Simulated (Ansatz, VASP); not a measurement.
**Bi2Te3 in VASP and in Ansatz**

```
Bi Te
1.0
     2.20850    1.27508    9.94667
    -2.20850    1.27508    9.94667
     0.00000   -2.55016    9.94667
Bi Te
2 3
Cartesian
  0.0000 0.0000 24.2301
  0.0000 0.0000 11.9957
  0.0000 0.0000 18.2322
  0.0000 0.0000 5.9680
  0.0000 0.0000 0.0000
```

Alike in both runs: task single point; functional PBEsol; k mesh 1 × 1 × 1; occupations gaussian, width 0.1 eV; no spin polarisation.

|  | VASP | Ansatz |
| --- | --- | --- |
| version | VASP 6.6.1 | Ansatz 0.2.0 |
| potentials or method | VASP PAW PBE potentials, release 64 (Bi_d, Te), cutoff 520 eV | scalar-relativistic, plane waves, PAW |
| valence electrons in the cell | 48 | 78 |

```tsv
	VASP	Ansatz	Ansatz less VASP
gap on the k mesh at the Fermi level (eV)	0.15	0.15	+0.004
least direct gap on the mesh (eV)	0.15	0.15	+0.004
pressure (GPa)	25.3	25.1	-0.16
traceless stress, the component that is largest in VASP (GPa)	-28.95	-28.85	+0.093
rms of the force components (eV/Å)	1.388	1.417	+0.0284
```

VASP's potentials were made for PBE, not for PBEsol. Atom by atom the forces differ by 0.035 eV/Å (rms over components). VASP's potentials hold 48 valence electrons a cell and Ansatz's 78, so a difference there can come from the potentials and not from the codes.

The k mesh is coarse, so the values compare programs but aren't converged. Neither program's run includes spin-orbit coupling.
